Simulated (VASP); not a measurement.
Dy3Be2Se, 6 atoms in the cell. It takes space group P6/mmm (No. 191, hexagonal). The conventional cell has a = 6.661 Å, b = 6.661 Å, c = 3.937 Å, α = 90.00°, β = 90.00°, γ = 120.00°. Within 3.6 Å of Dy (site symmetry mmm) lie 4 Be at 2.75 Å and 4 Dy at 3.33 Å. Within 3.6 Å of Be (site symmetry -6m2) lie 6 Dy at 2.75 Å. Within 5.0 Å of Se (site symmetry 6/mmm) lie 6 Be at 3.85 Å and 12 Dy at 3.87 Å and 2 Se at 3.94 Å. The cell was generated, and may not be a known phase.

| Property | Result |
| --- | --- |
| Program | VASP 6.6.1 |
| Task | single point |
| Functional | PBE |
| Potentials or basis | VASP PAW PBE potentials, release 64 (Dy_3, Be, Se), 4f in core |
| Cutoff | 600 eV |
| k mesh | 6 × 6 × 4 |
| Occupations | gaussian, width 0.1 eV |
| Spin | no spin polarisation |
| Dipole correction | no |
| Further INCAR settings | ALGO = Normal; EDIFF = 1e-06; NBANDS = 28 |

Potentials or basis: VASP PAW PBE potentials, release 64 (Dy_3, Be, Se), 4f in core.

The run is started by

```bash
$ cat potpaw_PBE.64/Dy_3/POTCAR potpaw_PBE.64/Be/POTCAR potpaw_PBE.64/Se/POTCAR > POTCAR
$ mpirun -np 1 vasp_std > vasp.out
```

Hardware: 1 thread of AMD EPYC 7R13 Processor (Zen 3) (shared host).

Task: Estimate the wall time of this run.

Result: Wall time 110 s on 1 thread of AMD EPYC 7R13 Processor (Zen 3), on a shared host, peak memory 0.32 GiB. Counts: scf iterations 13, k points 21.
